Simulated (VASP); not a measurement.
# SiW2: relaxation of cell and atoms with PBE

SiW2:

```
CELL_PARAMETERS angstrom
3.20091 0.00000 0.00000
0.00000 3.20091 0.00000
0.00000 0.00000 8.73367
ATOMIC_POSITIONS crystal
Si 0.00000 0.50000 0.91946
Si 0.50000 0.00000 0.08054
W 0.00000 0.50000 0.58846
W 0.50000 0.00000 0.41154
W 0.50000 0.00000 0.77399
W 0.00000 0.50000 0.22601
```

```yaml
Program: VASP 6.6.1
Task: relaxation of cell and atoms
Functional: PBE
Potentials_or_basis: VASP PAW PBE potentials, release 64 (Si, W_sv)
Cutoff: 600 eV
k_mesh: 10 × 10 × 4
Occupations: gaussian, width 0.1 eV
Spin: no spin polarisation
Dipole_correction: no
Further_INCAR_settings: ALGO = Fast; EDIFF = 1e-06; IBRION = 2; EDIFFG = -0.001; NSW = 80; ISIF = 3
```

```json
{"Relaxed volume": "14.93 Å³/atom", "Relaxed cell": "a = 3.202 Å, b = 3.202 Å, c = 8.738 Å, α = 90.00°, β = 90.00°, γ = 90.00°", "Space group after relaxing (to 0.1 Å)": "P4/nmm (No. 129)", "Energy gained by relaxing": "0.0 meV/atom", "Ionic steps": "11", "Pressure after relaxing": "0.0 GPa", "Band gap on the k mesh": "zero (bands 32 and 33 overlap by 0.46 eV)"}
```

Step by step:
| step | energy change (eV) | largest force (eV/Å) | pressure (GPa) | volume (Å³) |
| --- | --- | --- | --- | --- |
| 1 | 0.0000 | 0.0180 | 0.38 | 89.48 |
| 2 | 0.0009 | 0.0158 | -1.00 | 89.94 |
| 3 | -0.0001 | 0.0134 | -0.01 | 89.60 |
| 4 | -0.0001 | 0.0137 | -0.02 | 89.60 |
| 5 | -0.0001 | 0.0159 | 0.18 | 89.54 |
| 6 | -0.0001 | 0.0134 | 0.01 | 89.60 |
| 7 | -0.0001 | 0.0032 | 0.02 | 89.60 |
| 8 | -0.0001 | 0.0031 | 0.01 | 89.60 |
| 9 | -0.0001 | 0.0039 | 0.01 | 89.60 |
| 10 | -0.0001 | 0.0030 | 0.01 | 89.60 |
| 11 | -0.0001 | 0.0008 | -0.01 | 89.61 |

Final structure:
```yaml
crystal:
  lattice:
    - [3.20240, 0.00000, 0.00000]
    - [0.00000, 3.20240, 0.00000]
    - [0.00000, 0.00000, 8.73777]
  atoms:
    - { symbol: Si, position: [0.00000, 0.50000, 0.91950] }
    - { symbol: Si, position: [0.50000, 0.00000, 0.08050] }
    - { symbol: W, position: [0.00000, 0.50000, 0.58847] }
    - { symbol: W, position: [0.50000, 0.00000, 0.41153] }
    - { symbol: W, position: [0.50000, 0.00000, 0.77409] }
    - { symbol: W, position: [0.00000, 0.50000, 0.22591] }
```

Levels at points of the mesh, in eV from the Fermi level:
| k point | band 29 | band 30 | band 31 | band 32 | band 33 | band 34 | band 35 | band 36 |
| --- | --- | --- | --- | --- | --- | --- | --- | --- |
| (0.00, 0.00, 0.00) | -1.03 | -0.91 | -0.88 | -0.88 | 0.41 | 0.77 | 1.09 | 1.75 |
| (0.50, 0.00, 0.00) | -1.68 | -1.68 | -0.17 | -0.17 | 0.64 | 0.64 | 0.87 | 0.87 |
| (0.50, 0.50, 0.00) | -1.78 | -1.78 | -0.77 | -0.77 | 2.01 | 2.01 | 2.98 | 2.98 |
| (0.00, 0.00, 0.50) | -1.21 | -0.90 | 0.05 | 0.05 | 0.36 | 0.41 | 0.41 | 0.43 |
| (0.50, 0.00, 0.50) | -1.63 | -1.63 | -0.80 | -0.80 | 0.98 | 0.98 | 1.30 | 1.30 |
| (0.50, 0.50, 0.50) | -2.59 | -2.59 | -0.24 | -0.24 | 2.16 | 2.16 | 2.37 | 2.37 |

Run time: 16 min on 1 thread of Intel(R) Xeon(R) Platinum 8488C (Sapphire Rapids), with other jobs on the host, peak memory 0.37 GiB.

Caveat: spin-orbit coupling is left out, which moves the levels of the heavy elements.
